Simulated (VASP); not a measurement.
A run of VASP 6.6.1 is set up as follows.

Contents of INCAR:

```
SYSTEM = Ta
PREC     = Accurate       ! precision mode
ENCUT    = 520            ! plane-wave cutoff, eV
EDIFF    = 1E-6           ! SCF threshold, eV
ISMEAR   = 0              ! smearing method
SIGMA    = 0.1            ! smearing width, eV
LREAL    = .False.        ! projectors in reciprocal space
LASPH    = .True.         ! aspherical terms in the spheres
NELM     = 80             ! most SCF steps
ALGO     = Normal         ! electronic algorithm
ISIF     = 2              ! what is computed and relaxed
LWAVE    = .False.        ! write WAVECAR
LCHARG   = .False.        ! write CHGCAR
LDIPOL   = .True.       
IDIPOL   = 3            
DIPOL    = 0.5 0.5 0.500
GGA      = PE             ! functional
NBANDS   = 42             ! bands
```

Contents of KPOINTS:

```
Automatic mesh
0
Gamma
  13 13 1
  0 0 0
```

File POSCAR:

```
Ta
1.0
    2.8741561407      0.0000000000      0.0000000000
   -0.9580520469      2.7097803963      0.0000000000
    0.0000000000      0.0000000000     26.7336933096
Ta
6
Direct
    0.5000000000      0.5000000000      0.2843956908
    0.0000000000      0.0000000000      0.3684044578
    0.5000000000      0.5000000000      0.4562432899
    0.0000000000      0.0000000000      0.5437567109
    0.5000000000      0.5000000000      0.6315955381
    0.0000000000      0.0000000000      0.7156043125
```

Potentials or basis: VASP PAW PBE potentials, release 64 (Ta_pv).

Launch:

```bash
$ cat potpaw_PBE.64/Ta_pv/POTCAR > POTCAR
$ mpirun -np 1 vasp_std > vasp.out
```

What does it give for the band gap on the k mesh?

Zero (band 33 reaches 2.42 eV, above the bottom of band 34 at 0.29 eV).

Forces on the atoms (eV/Å):
```
Ta   0.000  0.000 -0.003
Ta   0.000  0.000 -0.001
Ta   0.000  0.000 -0.001
Ta   0.000  0.000  0.001
Ta   0.000  0.000  0.001
Ta   0.000  0.000  0.003
```

Caveat: spin-orbit coupling is left out, which moves the levels of the heavy elements.
